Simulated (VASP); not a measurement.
# Si2Mo (P4mm) in VASP: notebook

The runs below take Si2Mo through single point, with PBE.

Everything below comes from runs of VASP 6.6.1. Logs are shortened: lines on timing, memory, paths and dates and some standing lists are left out, and cuts for length are marked.

### 1 The cell of the first run

Symmetry: P4mm, No. 99, tetragonal system. Conventional cell: a = 3.217 Å, b = 3.217 Å, c = 17.746 Å, α = 90.00°, β = 90.00°, γ = 90.00°. Within 3.4 Å of Si (site symmetry 4mm) lie 9 Si at 2.60 to 3.22 Å and 5 Mo at 2.62 to 2.64 Å. Si (site symmetry 4mm) has 1 Mo at 2.64 Å and 8 Si at 2.64 to 3.22 Å within 3.5 Å. Within 3.4 Å of Si (site symmetry 4mm) lie 9 Si at 2.60 to 3.22 Å and 5 Mo at 2.62 to 2.64 Å. Si (site symmetry 4mm) has 9 Si at 2.60 to 3.22 Å and 5 Mo at 2.62 to 2.64 Å within 3.4 Å. Within 3.4 Å of Si (site symmetry 4mm) lie 9 Si at 2.60 to 3.22 Å and 5 Mo at 2.62 to 2.64 Å. Si (site symmetry 4mm) has 5 Mo at 2.62 to 2.64 Å and 8 Si at 2.64 to 3.22 Å within 3.5 Å. Si (site symmetry 4mm) has 9 Si at 2.60 to 3.22 Å and 4 Mo at 2.62 Å within 3.4 Å. Si (site symmetry 4mm) has 9 Si at 2.60 to 3.22 Å and 5 Mo at 2.62 to 2.64 Å within 3.4 Å.

### 2 Single point, PBE (the distance across one plane changed)

Input file INCAR:

```
ALGO = Normal
EDIFF = 1E-7
ENCUT = 520
GGA = PE
ISIF = 2
ISMEAR = 0
LASPH = T
LCHARG = T
LELF = T
LREAL = F
LVHAR = T
LWAVE = F
NBANDS = 56
NELM = 80
PREC = Accurate
SIGMA = 0.15
```

Input file KPOINTS:

```
k-points
0
Gamma
  14 14 3
```

Input file POSCAR:

```
Si2Mo
1.0
   -3.2168473663      0.0000000000      0.0000000000
    0.0000000000     -3.2168473663      0.0000000000
    0.0000000000      0.0000000000     17.7460400265
Si Mo
8 4
Direct
    0.5000000000      0.5000000000      0.1852676078
    1.0000000000      1.0000000000      0.8507417081
    0.5000000000      0.5000000000      0.6289170080
    1.0000000000      1.0000000000      0.4070923079
    0.5000000000      0.5000000000      0.3315839434
    1.0000000000      1.0000000000      0.1097592433
    0.5000000000      0.5000000000      0.7752333436
    1.0000000000      1.0000000000      0.5534086435
    0.0000000000      0.0000000000      0.2584257756
    0.5000000000      0.5000000000      0.0366010755
    0.0000000000      0.0000000000      0.7020751758
    0.5000000000      0.5000000000      0.4802504757
```

Potentials or basis: VASP PAW PBE potentials, release 64 (Si, Mo_sv).

On the command line:

```console
> cat potpaw_PBE.64/Si/POTCAR potpaw_PBE.64/Mo_sv/POTCAR > POTCAR
> mpirun -np 1 vasp_std > vasp.out
```

OUTCAR:

```text
EDIFF = 1E-7
   ENCUT = 520
   GGA = PE
   ISIF = 2
   ISMEAR = 0
   LASPH = T
   LREAL = F
   NELM = 80
   PREC = Accurate

 ion  position               nearest neighbor table
   1  0.500  0.500  0.185-   5 2.60   9 2.62   9 2.62   9 2.62   9 2.62  10 2.64   6 2.64   6 2.64
                             6 2.64   6 2.64
   2  0.000  0.000  0.851-  11 2.64   7 2.64   7 2.64   7 2.64   7 2.64
   3  0.500  0.500  0.629-   7 2.60  11 2.62  11 2.62  11 2.62  11 2.62  12 2.64   8 2.64   8 2.64
                             8 2.64   8 2.64
   4  0.000  0.000  0.407-   8 2.60  12 2.62  12 2.62  12 2.62  12 2.62   9 2.64   5 2.64   5 2.64
                             5 2.64   5 2.64
   5  0.500  0.500  0.332-   1 2.60   9 2.62   9 2.62   9 2.62   9 2.62  12 2.64   4 2.64   4 2.64
                             4 2.64   4 2.64
   6  0.000  0.000  0.110-  10 2.62  10 2.62  10 2.62  10 2.62   9 2.64   1 2.64   1 2.64   1 2.64
                             1 2.64
   7  0.500  0.500  0.775-   3 2.60  11 2.62  11 2.62  11 2.62  11 2.62   2 2.64   2 2.64   2 2.64
                             2 2.64
   8  0.000  0.000  0.553-   4 2.60  12 2.62  12 2.62  12 2.62  12 2.62  11 2.64   3 2.64   3 2.64
                             3 2.64   3 2.64
   9  0.000  0.000  0.258-   5 2.62   5 2.62   5 2.62   5 2.62   1 2.62   1 2.62   1 2.62   1 2.62
                             4 2.64   6 2.64
  10  0.500  0.500  0.037-   6 2.62   6 2.62   6 2.62   6 2.62   1 2.64
  11  0.000  0.000  0.702-   3 2.62   3 2.62   3 2.62   3 2.62   7 2.62   7 2.62   7 2.62   7 2.62
                             8 2.64   2 2.64
  12  0.500  0.500  0.480-   4 2.62   4 2.62   4 2.62   4 2.62   8 2.62   8 2.62   8 2.62   8 2.62
                             5 2.64   3 2.64

  LATTYP: Found a simple tetragonal cell.
 ALAT       =     3.2168473663
 C/A-ratio  =     5.5165937347

  Lattice vectors:

 A1 = (  -3.2168473663,   0.0000000000,   0.0000000000)
 A2 = (   0.0000000000,  -3.2168473663,   0.0000000000)
 A3 = (   0.0000000000,   0.0000000000,  17.7460400265)

Analysis of symmetry for initial positions (statically):
=====================================================================
 Subroutine PRICEL returns:
 Original cell was already a primitive cell.

 Routine SETGRP: Setting up the symmetry group for a
 simple tetragonal supercell.

 Subroutine GETGRP returns: Found  8 space group operations
 (whereof  8 operations were pure point group operations)
 out of a pool of 16 trial point group operations.

The static configuration has the point symmetry C_4v.

Analysis of symmetry for dynamics (positions and initial velocities):
=====================================================================
 Subroutine PRICEL returns:
 Original cell was already a primitive cell.

 Routine SETGRP: Setting up the symmetry group for a
 simple tetragonal supercell.

 Subroutine GETGRP returns: Found  8 space group operations
 (whereof  8 operations were pure point group operations)
 out of a pool of 16 trial point group operations.

The dynamic configuration has the point symmetry C_4v.

 Subroutine INISYM returns: Found  8 space group operations
 (whereof  8 operations are pure point group operations),
 and found     1 'primitive' translations

----------------------------------------------------------------------------------------

                                     Primitive cell

  volume of cell :     183.6379

  direct lattice vectors                    reciprocal lattice vectors
    -3.216847366  0.000000000  0.000000000    -0.310863366  0.000000000  0.000000000
     0.000000000 -3.216847366  0.000000000     0.000000000 -0.310863366  0.000000000
     0.000000000  0.000000000 17.746040027     0.000000000  0.000000000  0.056350600

  length of vectors
     3.216847366  3.216847366 17.746040027     0.310863366  0.310863366  0.056350600

  position of ions in fractional coordinates (direct lattice)
     0.500000000  0.500000000  0.185267608
     0.000000000  0.000000000  0.850741708
     0.500000000  0.500000000  0.628917008
     0.000000000  0.000000000  0.407092308
     0.500000000  0.500000000  0.331583943
     0.000000000  0.000000000  0.109759243
     0.500000000  0.500000000  0.775233344
     0.000000000  0.000000000  0.553408643
     0.000000000  0.000000000  0.258425776
     0.500000000  0.500000000  0.036601076
[... 30 lines left out ...]
     0.000000000 -0.022204526  0.000000000     0.000000000  0.071428571  0.000000000
     0.000000000  0.000000000  0.018783533     0.000000000  0.000000000  0.333333333

  Length of vectors
     0.022204526  0.022204526  0.018783533

  Shift w.r.t. Gamma in fractional coordinates (k-lattice)
     0.000000000  0.000000000  0.000000000

 Subroutine IBZKPT returns following result:
 ===========================================

 Found     72 irreducible k-points:

 Following reciprocal coordinates:
            Coordinates               Weight
  0.000000  0.000000  0.000000      1.000000
  0.071429  0.000000  0.000000      4.000000
  0.142857  0.000000  0.000000      4.000000
  0.214286  0.000000  0.000000      4.000000
  0.285714  0.000000  0.000000      4.000000
  0.357143  0.000000  0.000000      4.000000
[... 16 lines left out ...]
  0.285714  0.214286  0.000000      8.000000
  0.357143  0.214286  0.000000      8.000000
 [... further k-points ...]
   k-points           NKPTS =     72   k-points in BZ     NKDIM =     72   number of bands    NBANDS=     56
   number of dos      NEDOS =    301   number of ions     NIONS =     12
   total plane-waves  NPLWV =  80640
   dimension x,y,z NGX =    24 NGY =   24 NGZ =  140
   dimension x,y,z NGXF=    48 NGYF=   48 NGZF=  280
   ions per type =               8   4
   NGX,Y,Z   is equivalent  to a cutoff of  12.40, 12.40, 13.12 a.u.
   NGXF,Y,Z  is equivalent  to a cutoff of  24.81, 24.81, 26.23 a.u.
 SYSTEM =  unknown system
   PREC   = accura    normal or accurate (medium, high low for compatibility)
   ISTART =      0    job   : 0-new  1-cont  2-samecut
   ICHARG =      2    charge: 1-file 2-atom 10-const
   ISPIN  =      1    spin polarized calculation?
   LNONCOLLINEAR =      F non collinear calculations
   LSORBIT =      F    spin-orbit coupling
   LASPH  =      T    aspherical Exc in radial PAW
   ENCUT  =  520.0 eV  38.22 Ry    6.18 a.u.   5.98  5.98 33.00*2*pi/ulx,y,z
   NELM   =     80;   NELMIN=  2; NELMDL= -5     # of ELM steps
   EDIFF  = 0.1E-06   stopping-criterion for ELM
   LREAL  =      F    real-space projection
   EDIFFG = 0.1E-05   stopping-criterion for IOM
   NSW    =      0    number of steps for IOM
   IBRION =     -1    ionic relax: 0-MD 1-quasi-New 2-CG
   NFREE  =      0    steps in history (QN), initial steepest desc. (CG)
   ISIF   =      2    stress and relaxation
   ISYM   =      2    0-nonsym 1-usesym 2-fastsym
   POTIM  = 0.5000    time-step for ionic-motion
   TEBEG  =    0.0;   TEEND  =   0.0 temperature during run
   PSTRESS=    0.0 pullay stress
   NELECT =      88.0000    total number of electrons
   NUPDOWN=      -1.0000    fix difference up-down
   EMIN   =  10.00;   EMAX   =-10.00  energy-range for DOS
   EFERMI =   0.00;   METHOD = LEGACY
   ISMEAR =     0;   SIGMA  =   0.15  broadening in eV -4-tet -1-fermi 0-gaus
   EFERMI_NEDOS =   21; number of points for ismear=-14 and -15
   IALGO  =     38    algorithm
   IMIX   =      4    mixing-type and parameters
     AMIX     =   0.40;   BMIX     =  1.00
     AMIX_MAG =   1.60;   BMIX_MAG =  1.00
  volume/ion in A,a.u.               =      15.30       103.27
  Fermi-wavevector in a.u.,A,eV,Ry     =   1.281096  2.420920 22.329969  1.641206
  Thomas-Fermi vector in A             =   2.413486
   LORBIT       =      0    0 simple, 1 ext, 2 COOP (PROOUT), +10 PAW based schemes
   GGA     = PE    functional components
   LHFCALC =     F    Hartree Fock is set to
   AEXX    =    0.0000 exact exchange contribution
   IVDW    =     0    specifies the selected vdW correction
   LEPSILON=     F    determine dielectric tensor
   LRPA    =     F    only Hartree local field effects (RPA)
 non-spin polarized calculation
 Gauss-broadening in eV      SIGMA  =   0.15
  energy-cutoff  :      520.00
  volume of cell :      183.64
 maximum number of plane-waves:      4998
 NGX is ok and might be reduce to    24
   NGX = 11   NGY = 11   NGZ = 65

 number of electron      88.0000012 magnetization

 Free energy of the ion-electron system (eV)
  ---------------------------------------------------
  ext. energy  EPLUGINS =         0.00000000
  ---------------------------------------------------
  free energy    TOTEN  =       -88.98760413 eV

  energy without entropy =      -88.92750470  energy(sigma->0) =      -88.95755442

 E-fermi :  10.1517     XC(G=0): -11.6413

 val. band max:       10.1436840505   @ k =   0.0714   0.0714   0.0000
 cond. band min:      10.1591343578   @ k =   0.1429   0.1429   0.3333
 fundamental gap:      0.0154503073
 Fermi energy:        10.1517360117

 k-point     1 :       0.0000    0.0000    0.0000
  band No.  band energies     occupation
      1     -50.5730      2.00000
      2     -50.4874      2.00000
      3     -50.4422      2.00000
      4     -50.3920      2.00000
      5     -24.8023      2.00000
      6     -24.6514      2.00000
[... 1405 lines left out ...]
     55      13.5168      0.00000
     56      13.7175      0.00000

 [... further k-points ...]

------------------------ aborting loop because EDIFF is reached ----------------------------------------

  FORCE on cell =-STRESS in cart. coord.  units (eV):
  Direction    XX          YY          ZZ          XY          YZ          ZX
  --------------------------------------------------------------------------------------
  -------------------------------------------------------------------------------------
  Total       -4.6067708     -4.6067708     -3.8022778      0.0000000      0.0000000      0.0000000
  in kB      -40.1924814    -40.1924814    -33.1735580      0.0000000      0.0000000      0.0000000
  external PRESSURE =     -37.8528403 kB  Pullay stress =       0.0000000 kB

 VOLUME and BASIS-vectors are now :
 -----------------------------------------------------------------------------
  energy-cutoff  :      520.00
  volume of cell :      183.64
      direct lattice vectors                 reciprocal lattice vectors
    -3.216847366  0.000000000  0.000000000    -0.310863366  0.000000000  0.000000000
     0.000000000 -3.216847366  0.000000000     0.000000000 -0.310863366  0.000000000
     0.000000000  0.000000000 17.746040027     0.000000000  0.000000000  0.056350600

 POSITION                                       TOTAL-FORCE (eV/Angst)
 -----------------------------------------------------------------------------------
     -1.60842     -1.60842      3.28777        -0.000000      0.000000     -0.746198
      0.00000      0.00000     15.09730        -0.000000      0.000000      0.699517
     -1.60842     -1.60842     11.16079        -0.000000      0.000000     -0.117242
      0.00000      0.00000      7.22428        -0.000000      0.000000     -0.097416
     -1.60842     -1.60842      5.88430        -0.000000      0.000000      0.025554
      0.00000      0.00000      1.94779        -0.000000      0.000000     -1.119998
     -1.60842     -1.60842     13.75732        -0.000000      0.000000      0.346289
      0.00000      0.00000      9.82081        -0.000000      0.000000     -0.051743
      0.00000      0.00000      4.58603         0.000000      0.000000      0.135894
     -1.60842     -1.60842      0.64952        -0.000000     -0.000000      0.906745
      0.00000      0.00000     12.45905        -0.000000      0.000000     -0.052207
     -1.60842     -1.60842      8.52254        -0.000000     -0.000000      0.070804
 -----------------------------------------------------------------------------------
    total drift:                               -0.000000     -0.000000      0.000491

  FREE ENERGIE OF THE ION-ELECTRON SYSTEM (eV)
  ---------------------------------------------------
  free  energy   TOTEN  =       -88.9876041305 eV

  energy  without entropy=      -88.9275047010  energy(sigma->0) =      -88.95755442
```

It took 28 min on 1 thread of Intel Xeon 8259CL, shared host; peak memory 0.62 GiB.

What came out:

| Property | Result |
| --- | --- |
| Free energy | -88.9876 eV |
| Pressure | -3.8 GPa |
| Largest force | 1.120 eV/Å |
| Band gap on the k mesh | zero (bands 44 and 45 overlap by 0.70 eV) |

Forces on the atoms (eV/Å):
```
Si   0.000  0.000 -0.746
Si   0.000  0.000  0.700
Si   0.000  0.000 -0.117
Si   0.000  0.000 -0.097
Si   0.000  0.000  0.026
Si   0.000  0.000 -1.120
Si   0.000  0.000  0.346
Si   0.000  0.000 -0.052
Mo   0.000  0.000  0.136
Mo   0.000  0.000  0.907
Mo   0.000  0.000 -0.052
Mo   0.000  0.000  0.071
```

Stress tensor (GPa, compression positive):
```
-4.02  0.00  0.00
 0.00 -4.02  0.00
 0.00  0.00 -3.32
```

Caveat: the cell differs from its parent crystal (the distance across one plane changed); the cell stands under tension; forces of over 1 eV/Å act on the atoms, so gaps and moduli don't describe the material at rest.

### 3 Single point, PBE (the distance across one plane changed)

Input file INCAR:

```
  PREC = Accurate
  ENCUT = 520
  EDIFF = 1E-7
  ISMEAR = 0
  SIGMA = 0.15
  LREAL = F
  LASPH = T
  NELM = 100
  ALGO = Fast
  ISIF = 2
  LWAVE = F
  LCHARG = F
  GGA = PE
  NBANDS = 56
```

Input file KPOINTS:

```
Automatic mesh
0
Gamma
  14 14 3
```

Input file POSCAR:

```
Si2Mo
1.0
   -3.2168473663      0.0000000000      0.0000000000
    0.0000000000     -3.2168473663      0.0000000000
    0.0000000000      0.0000000000     15.4460400265
Si Mo
8 4
Direct
    0.5000000000      0.5000000000      0.2128549698
    1.0000000000      1.0000000000      0.9774218102
    0.5000000000      0.5000000000      0.7225661968
    1.0000000000      1.0000000000      0.4677105833
    0.5000000000      0.5000000000      0.3809586096
    1.0000000000      1.0000000000      0.1261029961
    0.5000000000      0.5000000000      0.8906698365
    1.0000000000      1.0000000000      0.6358142230
    0.0000000000      0.0000000000      0.2969067897
    0.5000000000      0.5000000000      0.0420511762
    0.0000000000      0.0000000000      0.8066180166
    0.5000000000      0.5000000000      0.5517624032
```

Potentials or basis: VASP PAW PBE potentials, release 64 (Si, Mo_sv).

On the command line:

```console
> cat potpaw_PBE.64/Si/POTCAR potpaw_PBE.64/Mo_sv/POTCAR > POTCAR
> mpirun -np 1 vasp_std > vasp.out
```

It took 9.1 min on 1 thread of Oxide Virtual Turin-like, shared host; peak memory 0.52 GiB.

The run converged. Its results:

```yaml
Free_energy: -92.1630 eV
Pressure: 6.8 GPa
Largest_force: 4.787 eV/Å
Band_gap_on_the_k_mesh: zero (bands 44 and 45 overlap by 0.62 eV)
```

Forces in eV/Å, atoms in the order of the input:
```
Si   0.000  0.000  0.285
Si   0.000  0.000 -3.915
Si   0.000  0.000  0.177
Si   0.000  0.000  0.121
Si   0.000  0.000  0.134
Si   0.000  0.000  1.946
Si   0.000  0.000 -2.308
Si   0.000  0.000  0.197
Mo   0.000  0.000 -0.302
Mo   0.000  0.000  4.787
Mo   0.000  0.000 -0.788
Mo   0.000  0.000 -0.336
```

Stress tensor (GPa, compression positive):
```
 3.01  0.00  0.00
 0.00  3.01  0.00
 0.00  0.00 14.36
```

Levels at points of the mesh, in eV from the Fermi level:
```csv
k point,band 42,band 43,band 44,band 45,band 46,band 47
"(0.00, 0.00, 0.00)",-0.47,-0.30,0.34,0.49,0.69,1.45
"(0.50, 0.00, 0.00)",-0.70,-0.49,-0.29,1.69,1.81,2.14
"(0.50, 0.50, 0.00)",-1.90,-1.22,-1.22,0.39,0.51,1.94
```

Caveat: the cell differs from its parent crystal (the distance across one plane changed); the stress differs along the axes, from 3 to 14 GPa; forces of over 1 eV/Å act on the atoms, so gaps and moduli don't describe the material at rest.

The gap in the log of VASP goes by the Fermi energy; the results here count the filled bands.